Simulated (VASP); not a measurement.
# Al (P6_3/mmc) in VASP: notebook

Runs on Al. Level: PBEsol. Tasks: single point.

Everything below comes from runs of VASP 6.6.1. Logs are shortened: lines on timing, memory, paths and dates and some standing lists are left out, and cuts for length are marked.

## Step 1: The cell of the first run

It takes space group P6_3/mmc (No. 194, hexagonal). The conventional cell has a = 2.779 Å, b = 2.779 Å, c = 4.869 Å, α = 90.00°, β = 90.00°, γ = 120.00°. Al (site symmetry -6m2) has 12 Al at 2.78 to 2.92 Å within 3.7 Å.

This isn't the form of Al at room conditions, which is fcc.

## Step 2: Single point, PBEsol (strain -0.025 along x and y, +0.050 along z)

INCAR

```
ALGO = Fast ; EDIFF = 1E-7
ENCUT = 520 ; GGA = PS
ISIF = 2 ; ISMEAR = 0
LASPH = T ; LCHARG = F
LREAL = F ; LWAVE = F
NBANDS = 10 ; NELM = 100
PREC = Accurate ; SIGMA = 0.15
```

KPOINTS

```
k-points
0
Gamma
  24 24 14
```

POSCAR

```
Al
1.0
    2.7788184262      0.0000000000      0.0000000000
   -1.3894092131      2.4065273496      0.0000000000
    0.0000000000      0.0000000000      4.8691820937
Al
2
Direct
    0.6666666667      0.3333333333      0.7500000000
    0.3333333333      0.6666666667      0.2500000000
```

Potentials or basis: VASP PAW PBE potentials, release 64 (Al).

Launch:

```sh
$ cat potpaw_PBE.64/Al/POTCAR > POTCAR
$ mpirun -np 1 vasp_std > vasp.out
```

OUTCAR:

```text
EDIFF = 1E-7
   ENCUT = 520
   GGA = PS
   ISIF = 2
   ISMEAR = 0
   LASPH = T
   LREAL = F
   NELM = 100
   PREC = Accurate

 ion  position               nearest neighbor table
   1  0.667  0.333  0.750-   2 2.92   2 2.92   2 2.92   2 2.92   2 2.92   2 2.92
   2  0.333  0.667  0.250-   1 2.92   1 2.92   1 2.92   1 2.92   1 2.92   1 2.92

  LATTYP: Found a hexagonal cell.
 ALAT       =     2.7788184262
 C/A-ratio  =     1.7522491026

  Lattice vectors:

 A1 = (   2.7788184262,   0.0000000000,   0.0000000000)
 A2 = (  -1.3894092131,   2.4065273496,   0.0000000000)
 A3 = (   0.0000000000,   0.0000000000,   4.8691820937)

Analysis of symmetry for initial positions (statically):
=====================================================================
 Subroutine PRICEL returns:
 Original cell was already a primitive cell.

 Routine SETGRP: Setting up the symmetry group for a
 hexagonal supercell.

 Subroutine GETGRP returns: Found 24 space group operations
 (whereof 12 operations were pure point group operations)
 out of a pool of 24 trial point group operations.

The static configuration has the point symmetry D_3d.
 The point group associated with its full space group is D_6h.

Analysis of symmetry for dynamics (positions and initial velocities):
=====================================================================
 Subroutine PRICEL returns:
 Original cell was already a primitive cell.

 Routine SETGRP: Setting up the symmetry group for a
 hexagonal supercell.

 Subroutine GETGRP returns: Found 24 space group operations
 (whereof 12 operations were pure point group operations)
 out of a pool of 24 trial point group operations.

The dynamic configuration has the point symmetry D_3d.
 The point group associated with its full space group is D_6h.

 Subroutine INISYM returns: Found 24 space group operations
 (whereof 12 operations are pure point group operations),
 and found     1 'primitive' translations

----------------------------------------------------------------------------------------

                                     Primitive cell

  volume of cell :      32.5617

  direct lattice vectors                    reciprocal lattice vectors
     2.778818426  0.000000000  0.000000000     0.359865182  0.207768260  0.000000000
    -1.389409213  2.406527350  0.000000000     0.000000000  0.415536520  0.000000000
     0.000000000  0.000000000  4.869182094     0.000000000  0.000000000  0.205373301

  length of vectors
     2.778818426  2.778818426  4.869182094     0.415536520  0.415536520  0.205373301

  position of ions in fractional coordinates (direct lattice)
     0.666666667  0.333333333  0.750000000
     0.333333333  0.666666667  0.250000000

  ion indices of the primitive-cell ions
   primitive index   ion index
                 1           1
                 2           2

----------------------------------------------------------------------------------------

 KPOINTS: k-points

Automatic generation of k-mesh.
 Grid dimensions read from file:
 generate k-points for:   24   24   14

 Generating k-lattice:

  Cartesian coordinates                     Fractional coordinates (reciprocal lattice)
     0.014994383  0.008657011  0.000000000     0.041666667  0.000000000  0.000000000
     0.000000000  0.017314022  0.000000000     0.000000000  0.041666667  0.000000000
     0.000000000  0.000000000  0.014669522     0.000000000  0.000000000  0.071428571

  Length of vectors
     0.017314022  0.017314022  0.014669522

  Shift w.r.t. Gamma in fractional coordinates (k-lattice)
     0.000000000  0.000000000  0.000000000

 Subroutine IBZKPT returns following result:
 ===========================================

 Found    488 irreducible k-points:

 Following reciprocal coordinates:
            Coordinates               Weight
  0.000000  0.000000  0.000000      1.000000
  0.041667  0.000000  0.000000      6.000000
  0.083333  0.000000  0.000000      6.000000
  0.125000  0.000000  0.000000      6.000000
  0.166667  0.000000  0.000000      6.000000
  0.208333 -0.000000  0.000000      6.000000
[... 16 lines left out ...]
  0.416667  0.041667  0.000000     12.000000
  0.458333  0.041667  0.000000     12.000000
 [... further k-points ...]
   k-points           NKPTS =    488   k-points in BZ     NKDIM =    488   number of bands    NBANDS=     10
   number of dos      NEDOS =    301   number of ions     NIONS =      2
   total plane-waves  NPLWV =  20736
   dimension x,y,z NGX =    24 NGY =   24 NGZ =   36
   dimension x,y,z NGXF=    48 NGYF=   48 NGZF=   72
   ions per type =               2
   NGX,Y,Z   is equivalent  to a cutoff of  14.36, 14.36, 12.29 a.u.
   NGXF,Y,Z  is equivalent  to a cutoff of  28.72, 28.72, 24.58 a.u.
 SYSTEM =  unknown system
   PREC   = accura    normal or accurate (medium, high low for compatibility)
   ISTART =      0    job   : 0-new  1-cont  2-samecut
   ICHARG =      2    charge: 1-file 2-atom 10-const
   ISPIN  =      1    spin polarized calculation?
   LNONCOLLINEAR =      F non collinear calculations
   LSORBIT =      F    spin-orbit coupling
   LASPH  =      T    aspherical Exc in radial PAW
   ENCUT  =  520.0 eV  38.22 Ry    6.18 a.u.   5.17  5.17  9.05*2*pi/ulx,y,z
   NELM   =    100;   NELMIN=  2; NELMDL= -5     # of ELM steps
   EDIFF  = 0.1E-06   stopping-criterion for ELM
   LREAL  =      F    real-space projection
   EDIFFG = 0.1E-05   stopping-criterion for IOM
   NSW    =      0    number of steps for IOM
   IBRION =     -1    ionic relax: 0-MD 1-quasi-New 2-CG
   NFREE  =      0    steps in history (QN), initial steepest desc. (CG)
   ISIF   =      2    stress and relaxation
   ISYM   =      2    0-nonsym 1-usesym 2-fastsym
   POTIM  = 0.5000    time-step for ionic-motion
   TEBEG  =    0.0;   TEEND  =   0.0 temperature during run
   PSTRESS=    0.0 pullay stress
   NELECT =       6.0000    total number of electrons
   NUPDOWN=      -1.0000    fix difference up-down
   EMIN   =  10.00;   EMAX   =-10.00  energy-range for DOS
   EFERMI =   0.00;   METHOD = LEGACY
   ISMEAR =     0;   SIGMA  =   0.15  broadening in eV -4-tet -1-fermi 0-gaus
   EFERMI_NEDOS =   21; number of points for ismear=-14 and -15
   IALGO  =     68    algorithm
   IMIX   =      4    mixing-type and parameters
     AMIX     =   0.40;   BMIX     =  1.00
     AMIX_MAG =   1.60;   BMIX_MAG =  1.00
  volume/ion in A,a.u.               =      16.28       109.87
  Fermi-wavevector in a.u.,A,eV,Ry     =   0.931586  1.760442 11.807848  0.867852
  Thomas-Fermi vector in A             =   2.058095
   LORBIT       =      0    0 simple, 1 ext, 2 COOP (PROOUT), +10 PAW based schemes
   GGA     = PS    functional components
   LHFCALC =     F    Hartree Fock is set to
   AEXX    =    0.0000 exact exchange contribution
   IVDW    =     0    specifies the selected vdW correction
   LEPSILON=     F    determine dielectric tensor
   LRPA    =     F    only Hartree local field effects (RPA)
 non-spin polarized calculation
 RMM-DIIS sequential band-by-band and
 Gauss-broadening in eV      SIGMA  =   0.15
  energy-cutoff  :      520.00
  volume of cell :       32.56
 maximum number of plane-waves:       895
 NGX is ok and might be reduce to    24
   NGX = 11   NGY = 11   NGZ = 19

 number of electron       6.0000000 magnetization

 Free energy of the ion-electron system (eV)
  ---------------------------------------------------
  ext. energy  EPLUGINS =         0.00000000
  ---------------------------------------------------
  free energy    TOTEN  =        -8.10618006 eV

  energy without entropy =       -8.09711167  energy(sigma->0) =       -8.10164587

 E-fermi :   8.0651     XC(G=0): -10.3042

 val. band max:        8.0612658466   @ k =   0.4583   0.0000   0.0000
 cond. band min:       8.0707573345   @ k =   0.2083   0.0417   0.2857
 fundamental gap:      0.0094914879
 Fermi energy:         8.0651454767

 k-point     1 :       0.0000    0.0000    0.0000
  band No.  band energies     occupation
      1      -3.1392      2.00000
      2       2.8401      2.00000
      3       3.0978      2.00000
      4      19.0928      0.00000
      5      19.9224      0.00000
      6      19.9224      0.00000
      7      20.0243      0.00000
      8      20.0243      0.00000
      9      20.3108      0.00000
     10      23.2163      0.00000

 k-point     2 :       0.0417    0.0000    0.0000
  band No.  band energies     occupation
      1      -3.0949      2.00000
      2       2.8836      2.00000
      3       3.1392      2.00000
      4      18.5012      0.00000
      5      19.1149      0.00000
      6      19.2484      0.00000
      7      20.3399      0.00000
      8      20.4741      0.00000
      9      20.8968      0.00000
     10      23.4096      0.00000

 k-point     3 :       0.0833    0.0000    0.0000
  band No.  band energies     occupation
      1      -2.9619      2.00000
      2       3.0137      2.00000
      3       3.2633      2.00000
      4      16.9857      0.00000
      5      18.3310      0.00000
      6      18.9990      0.00000
      7      20.2739      0.00000
      8      20.4185      0.00000
      9      21.8354      0.00000
     10      22.4144      0.00000

 k-point     4 :       0.1250    0.0000    0.0000
  band No.  band energies     occupation
      1      -2.7406      2.00000
      2       3.2297      2.00000
      3       3.4702      2.00000
      4      15.3699      0.00000
      5      17.6213      0.00000
      6      18.5715      0.00000
      7      19.7398      0.00000
      8      20.4509      0.00000
      9      21.4443      0.00000
     10      21.6206      0.00000

 k-point     5 :       0.1667    0.0000    0.0000
  band No.  band energies     occupation
      1      -2.4313      2.00000
      2       3.5302      2.00000
      3       3.7599      2.00000
      4      13.7698      0.00000
      5      16.9865      0.00000
      6      17.8690      0.00000
      7      18.9992      0.00000
      8      19.5194      0.00000
      9      21.0106      0.00000
     10      21.2592      0.00000

 k-point     6 :       0.2083   -0.0000    0.0000
  band No.  band energies     occupation
      1      -2.0348      2.00000
      2       3.9128      2.00000
      3       4.1324      2.00000
      4      12.2183      0.00000
      5      16.4271      0.00000
      6      16.8837      0.00000
      7      18.0234      0.00000
      8      18.2916      0.00000
      9      21.1947      0.00000
     10      21.2438      0.00000
[... 183 lines left out ...]
 k-point    21 :       0.3333    0.0417    0.0000
  band No.  band energies     occupation
      1       0.0597      2.00000
      2       5.7488      2.00000
      3       6.1163      2.00000
      4       7.4955      2.00000
      5      12.6871      0.00000
      6      13.1378      0.00000
      7      14.4030      0.00000
      8      17.4730      0.00000
      9      19.3556      0.00000
     10      19.9681      0.00000

 k-point    22 :       0.3750    0.0417    0.0000
  band No.  band energies     occupation
      1       0.8360      2.00000
      2       5.6476      2.00000
      3       6.8563      2.00000
      4       7.0857      2.00000
      5      11.6115      0.00000
      6      11.9047      0.00000
      7      14.1041      0.00000
      8      17.2412      0.00000
      9      19.1662      0.00000
     10      19.7169      0.00000

 k-point    23 :       0.4167    0.0417    0.0000
  band No.  band energies     occupation
      1       1.6922      2.00000
      2       4.6788      2.00000
      3       7.6685      1.99982
      4       7.6810      1.99971
      5      10.5714      0.00000
      6      10.7627      0.00000
      7      13.9199      0.00000
      8      17.0845      0.00000
      9      19.0385      0.00000
     10      19.5488      0.00000

 k-point    24 :       0.4583    0.0417    0.0000
  band No.  band energies     occupation
      1       2.6246      2.00000
      2       3.6280      2.00000
      3       8.4413      0.00039
      4       8.4988      0.00004
      5       9.6474      0.00000
      6       9.7671      0.00000
      7      13.8306      0.00000
      8      17.0055      0.00000
      9      18.9743      0.00000
     10      19.4646      0.00000

 [... further k-points ...]
[... 5 lines left out ...]
  --------------------------------------------------------------------------------------
  -------------------------------------------------------------------------------------
  Total        0.4495545      0.4495545     -0.4738094      0.0000000     -0.0000000      0.0000000
  in kB       22.1200439     22.1200439    -23.3134863      0.0000000     -0.0000000      0.0000000
  external PRESSURE =       6.9755338 kB  Pullay stress =       0.0000000 kB

 VOLUME and BASIS-vectors are now :
 -----------------------------------------------------------------------------
  energy-cutoff  :      520.00
  volume of cell :       32.56
      direct lattice vectors                 reciprocal lattice vectors
     2.778818426  0.000000000  0.000000000     0.359865182  0.207768260  0.000000000
    -1.389409213  2.406527350  0.000000000     0.000000000  0.415536520  0.000000000
     0.000000000  0.000000000  4.869182094     0.000000000  0.000000000  0.205373301

 POSITION                                       TOTAL-FORCE (eV/Angst)
 -----------------------------------------------------------------------------------
      1.38941      0.80218      3.65189        -0.000000      0.000000      0.000000
     -0.00000      1.60435      1.21730         0.000000     -0.000000      0.000000
 -----------------------------------------------------------------------------------
    total drift:                                0.000000     -0.000000     -0.000000

  FREE ENERGIE OF THE ION-ELECTRON SYSTEM (eV)
  ---------------------------------------------------
  free  energy   TOTEN  =        -8.1061800608 eV

  energy  without entropy=       -8.0971116714  energy(sigma->0) =       -8.10164587
```

Wall time 3.8 min (1 thread of Intel Xeon 8259CL, shared host); peak memory 0.25 GiB.

Results:

| Item | Value |
| --- | --- |
| Free energy | -8.1062 eV |
| Pressure | 0.7 GPa |
| Band gap on the k mesh | zero (bands 3 and 4 overlap by 6.69 eV) |

Caveat: the cell differs from its parent crystal (strain -0.025 along x and y, +0.050 along z); the PAW data sets were made with another functional, which shifts forces and pressure a little.

## Step 3: Single point, PBEsol (strain +0.000 along x and y, +0.025 along z)

INCAR

```
PREC = Accurate ; ENCUT = 520
EDIFF = 1E-6 ; ISMEAR = 0
SIGMA = 0.15 ; LREAL = False
LASPH = True ; NELM = 100
ALGO = Fast ; ISIF = 2
LWAVE = False ; LCHARG = False
GGA = PS ; NBANDS = 10
```

KPOINTS

```
regular mesh
0
Gamma
  24 24 14
```

POSCAR

```
Al
1.0
    2.8500701807      0.0000000000      0.0000000000
   -1.4250350903      2.4682331791      0.0000000000
    0.0000000000      0.0000000000      4.7532491867
Al
2
Direct
    0.6666666667      0.3333333333      0.7500000000
    0.3333333333      0.6666666667      0.2500000000
```

Potentials or basis: VASP PAW PBE potentials, release 64 (Al).

Launch:

```sh
$ cat potpaw_PBE.64/Al/POTCAR > POTCAR
$ mpirun -np 1 vasp_std > vasp.out
```

OUTCAR:

```text
PREC = Accurate
   ENCUT = 520
   EDIFF = 1E-6
   ISMEAR = 0
   LREAL = False
   LASPH = True
   NELM = 100
   ISIF = 2
   GGA = PS

 ion  position               nearest neighbor table
   1  0.667  0.333  0.750-   2 2.89   2 2.89   2 2.89   2 2.89   2 2.89   2 2.89
   2  0.333  0.667  0.250-   1 2.89   1 2.89   1 2.89   1 2.89   1 2.89   1 2.89

  LATTYP: Found a hexagonal cell.
 ALAT       =     2.8500701807
 C/A-ratio  =     1.6677656638

  Lattice vectors:

 A1 = (   2.8500701807,   0.0000000000,   0.0000000000)
[... 492 lines left out ...]
      4       8.5375      0.00000
      5       9.5355      0.00000
      6       9.6364      0.00000
      7      12.8924      0.00000
      8      16.0133      0.00000
      9      18.4947      0.00000
     10      18.7015      0.00000

 [... further k-points ...]
[... 5 lines left out ...]
  --------------------------------------------------------------------------------------
  -------------------------------------------------------------------------------------
  Total       -0.3441132     -0.3441132     -0.4103935     -0.0000000      0.0000000      0.0000000
  in kB      -16.4884386    -16.4884386    -19.6643127     -0.0000000      0.0000000      0.0000000
  external PRESSURE =     -17.5470633 kB  Pullay stress =       0.0000000 kB

 VOLUME and BASIS-vectors are now :
 -----------------------------------------------------------------------------
  energy-cutoff  :      520.00
  volume of cell :       33.44
      direct lattice vectors                 reciprocal lattice vectors
     2.850070181  0.000000000  0.000000000     0.350868553  0.202574053  0.000000000
    -1.425035090  2.468233179  0.000000000     0.000000000  0.405148107  0.000000000
     0.000000000  0.000000000  4.753249187     0.000000000  0.000000000  0.210382406

 POSITION                                       TOTAL-FORCE (eV/Angst)
 -----------------------------------------------------------------------------------
      1.42504      0.82274      3.56494        -0.000000     -0.000000      0.000000
     -0.00000      1.64549      1.18831         0.000000      0.000000      0.000000
 -----------------------------------------------------------------------------------
    total drift:                                0.000000     -0.000000      0.000000

  FREE ENERGIE OF THE ION-ELECTRON SYSTEM (eV)
  ---------------------------------------------------
  free  energy   TOTEN  =        -8.1192298146 eV

  energy  without entropy=       -8.1106961574  energy(sigma->0) =       -8.11496299
```

OSZICAR:

```text
N       E                     dE             d eps       ncg     rms          rms(c)
DAV:   1    -0.872827440984E+00   -0.87283E+00   -0.23066E+03  9776   0.473E+02
DAV:   2    -0.801470528953E+01   -0.71419E+01   -0.68774E+01 12720   0.536E+01
DAV:   3    -0.817714371945E+01   -0.16244E+00   -0.15994E+00 12892   0.651E+00
DAV:   4    -0.817779110560E+01   -0.64739E-03   -0.64728E-03 11652   0.465E-01
DAV:   5    -0.817779635966E+01   -0.52541E-05   -0.52539E-05 11872   0.433E-02    0.191E+00
RMM:   6    -0.814263091818E+01    0.35165E-01   -0.38127E-03  9875   0.322E-01    0.110E+00
RMM:   7    -0.811929578749E+01    0.23335E-01   -0.10203E-02 10168   0.517E-01    0.159E-01
RMM:   8    -0.811922555110E+01    0.70236E-04   -0.43026E-04 10809   0.134E-01    0.243E-02
RMM:   9    -0.811923278716E+01   -0.72361E-05   -0.73183E-05 11337   0.600E-02    0.261E-02
RMM:  10    -0.811923452771E+01   -0.17406E-05   -0.89237E-06 11441   0.205E-02    0.878E-02
RMM:  11    -0.811923080550E+01    0.37222E-05   -0.20576E-06 10680   0.801E-03    0.339E-02
RMM:  12    -0.811922981457E+01    0.99094E-06   -0.47019E-07  7983   0.475E-03
   1 F= -.81192298E+01 E0= -.81149630E+01  d E =-.853366E-02
```

It took 3.1 min on 1 thread of Intel Xeon 8259CL, shared host; peak memory 0.25 GiB.

Results:

```
Free energy            : -8.1192 eV
Pressure               : -1.8 GPa
Band gap on the k mesh : zero (bands 3 and 4 overlap by 7.11 eV)
```

Levels at points of the mesh, in eV from the Fermi level:
```csv
k point,band 1,band 2,band 3,band 4,band 5,band 6,band 7
"(0.00, 0.00, 0.00)",-11.03,-4.64,-4.61,10.79,10.79,11.16,11.16
"(0.50, 0.00, 0.00)",-5.18,-5.01,0.61,0.93,1.49,1.59,5.78
"(0.00, 0.00, 0.50)",-9.40,-9.40,3.03,3.03,11.98,11.98,11.98
"(0.50, 0.00, 0.50)",-3.84,-3.84,-3.15,-3.15,7.18,7.18,7.53
```

Caveat: the cell differs from its parent crystal (strain +0.000 along x and y, +0.025 along z); the PAW data sets were made with another functional, which shifts forces and pressure a little.
